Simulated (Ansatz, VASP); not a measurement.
**Two plane-wave programs on TiC**

```
Ti C
1.0
     0.00000    2.09302    2.14669
     2.09302    0.00000    2.14669
     2.09302    2.09302    0.00000
Ti C
1 1
Direct
  0.00000 0.00000 0.00000
  0.50000 0.50000 0.50000
```

Change from the starting cell: strain -0.025 along x and y, +0.000 along z, atoms carried along.

Alike in both runs: task single point; functional PBEsol; k mesh 24 × 24 × 24; occupations gaussian, width 0.15 eV; no spin polarisation.

|  | VASP | Ansatz |
| --- | --- | --- |
| version | VASP 6.6.1 | Ansatz 0.2.0 |
| potentials or method | VASP PAW PBE potentials, release 64 (Ti_sv, C), cutoff 520 eV | scalar-relativistic, plane waves, PAW |
| valence electrons in the cell | 16 | 16 |

```tsv
	VASP	Ansatz	Ansatz less VASP
gap on the k mesh at the Fermi level (eV)	none	none	-
pressure (GPa)	15.5	15.3	-0.23
traceless stress, the component that is largest in VASP (GPa)	-8.77	-8.77	+0.008
```

VASP's potentials were made for PBE, not for PBEsol. A gap of «none» marks a metal or a gap that the smearing closes.
